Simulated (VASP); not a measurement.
Here is a VASP 6.6.1 calculation.

The input POSCAR:

```
Cr
1.0
    2.7140000000      0.0000000000      0.0000000000
   -1.3570000000      2.3503929459      0.0000000000
    0.0000000000      0.0000000000      4.4100000000
Cr
2
Direct
    0.6666666667      0.3333333333      0.7500000000
    0.3333333333      0.6666666667      0.2500000000
```

File INCAR.step1:

```
SYSTEM = Cr
PREC = Accurate ; ENCUT = 520
EDIFF = 1E-5 ; ISMEAR = -1
SIGMA = 0.05 ; LREAL = .FALSE.
LASPH = .TRUE. ; NELM = 150
ALGO = Normal ; ISIF = 2
LWAVE = .TRUE. ; ISPIN = 2
MAGMOM = 3 3 ; LORBIT = 11
LMAXMIX = 4 ; NBANDS = 23
GGA = PE
```

INCAR.step2

```
SYSTEM = Cr
PREC = Accurate ; ENCUT = 520
EDIFF = 1E-6 ; ISMEAR = -1
SIGMA = 0.05 ; LREAL = .FALSE.
LASPH = .TRUE. ; NELM = 150
ALGO = Normal ; ISIF = 2
LWAVE = .FALSE. ; LCHARG = .TRUE.
ISPIN = 2 ; MAGMOM = 3 3
LORBIT = 11 ; LMAXMIX = 4
GGA = B3 ; LHFCALC = .TRUE.
AEXX = 0.2 ; AGGAX = 0.72
AGGAC = 0.81 ; ALDAC = 0.19
PRECFOCK = Normal ; LELF = .TRUE.
LVHAR = .TRUE. ; NBANDS = 23
ISTART = 1
```

File KPOINTS:

```
Automatic mesh
0
G
  6 6 3
  0 0 0
```

Potentials or basis: VASP PAW PBE potentials, release 64 (Cr_pv).

Run with:

```sh
$ cat potpaw_PBE.64/Cr_pv/POTCAR > POTCAR
$ cp INCAR.step1 INCAR
$ mpirun -np 1 vasp_std > vasp.out
$ cp INCAR.step2 INCAR
$ mpirun -np 1 vasp_std > vasp.out
```

What does it give for the net moment?

2.98 μB per cell.

Estimate the site moments.

Cr +1.43 μB.

Stress tensor (GPa, compression positive):
```
-22.21   0.00   0.00
  0.00 -22.21   0.00
  0.00   0.00 -20.36
```

Caveat: the k points lie up to 0.47 Å⁻¹ apart; the PAW data sets were made with another functional, which shifts forces and pressure a little.
